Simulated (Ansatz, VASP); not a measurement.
One calculation of Ge, two programs

INCAR

```
PREC     = Accurate       # precision mode
ENCUT    = 520            # plane-wave cutoff, eV
EDIFF    = 1E-6           # SCF threshold, eV
ISMEAR   = 0              # smearing method
SIGMA    = 0.15           # smearing width, eV
LREAL    = F              # projectors in reciprocal space
LASPH    = T              # aspherical terms in the spheres
NELM     = 60             # most SCF steps
ALGO     = Fast           # electronic algorithm
ISIF     = 2              # what is computed and relaxed
LWAVE    = F              # write WAVECAR
LCHARG   = F              # write CHGCAR
GGA      = PS             # functional
NBANDS   = 66             # bands
```

File KPOINTS:

```
Automatic mesh
0
Gamma
  9 9 9
```

File POSCAR:

```
Ge
1.0
    4.9238848631      2.8428062512      1.7183666667
   -4.9238848631      2.8428062512      1.7183666667
    0.0000000000     -5.6856125024      1.7183666667
Ge
8
Direct
    0.7160166262      0.7160166262      0.7160166262
    0.2839833738      0.2839833738      0.2839833738
    0.0302911486      0.7262027915      0.5337905696
    0.5337905696      0.0302911486      0.7262027915
    0.7262027915      0.5337905696      0.0302911486
    0.9697088514      0.2737972085      0.4662094304
    0.4662094304      0.9697088514      0.2737972085
    0.2737972085      0.4662094304      0.9697088514
```

Input for Ansatz:

```yaml
crystal:
  lattice:
    - [4.9238848631, 2.8428062512, 1.7183666667]
    - [-4.9238848631, 2.8428062512, 1.7183666667]
    - [0.0, -5.6856125024, 1.7183666667]
  atoms:
    - { symbol: Ge, position: [0.7160166262, 0.7160166262, 0.7160166262] }
    - { symbol: Ge, position: [0.2839833738, 0.2839833738, 0.2839833738] }
    - { symbol: Ge, position: [0.0302911486, 0.7262027915, 0.5337905696] }
    - { symbol: Ge, position: [0.5337905696, 0.0302911486, 0.7262027915] }
    - { symbol: Ge, position: [0.7262027915, 0.5337905696, 0.0302911486] }
    - { symbol: Ge, position: [0.9697088514, 0.2737972085, 0.4662094304] }
    - { symbol: Ge, position: [0.4662094304, 0.9697088514, 0.2737972085] }
    - { symbol: Ge, position: [0.2737972085, 0.4662094304, 0.9697088514] }
basis:
  ecutwfc: 420
kpoints:
  mp_grid: { grid: [9, 9, 9] }
hamiltonian:
  xc: pbesol
  pseudopotentials: { kind: paw, azcp: { folder: soft_1 } }
scf:
  occupations: { method: gaussian, width: 0.15 }
output:
  forces: true
  stress: true
  eigenvalues: true
  write_density: true
  write_potential: true
  elf: true
  volumetric_format: npy
```

Alike in both runs: task single point; functional PBEsol; k mesh 9 × 9 × 9; occupations gaussian, width 0.15 eV; no spin polarisation.

|  | VASP | Ansatz |
| --- | --- | --- |
| version | VASP 6.6.1 | Ansatz 0.2.0 |
| potentials or method | VASP PAW PBE potentials, release 64 (Ge_d), cutoff 520 eV | scalar-relativistic, plane waves, PAW |
| valence electrons in the cell | 112 | 112 |

|  | VASP | Ansatz | Ansatz less VASP |
| --- | --- | --- | --- |
| gap on the k mesh at the Fermi level (eV) | none | none | - |
| pressure (GPa) | 14.7 | 14.8 | +0.15 |
| traceless stress, the component that is largest in VASP (GPa) | 15.91 | 15.89 | -0.016 |
| rms of the force components (eV/Å) | 0.985 | 0.989 | +0.0038 |

VASP's potentials were made for PBE, not for PBEsol, and Ansatz warns of the same on its side. Atom by atom the forces differ by 0.004 eV/Å (rms over components). A gap of «none» marks a metal or a gap that the smearing closes. The functional is the same, so the differences come from potentials, cutoffs and numerics.
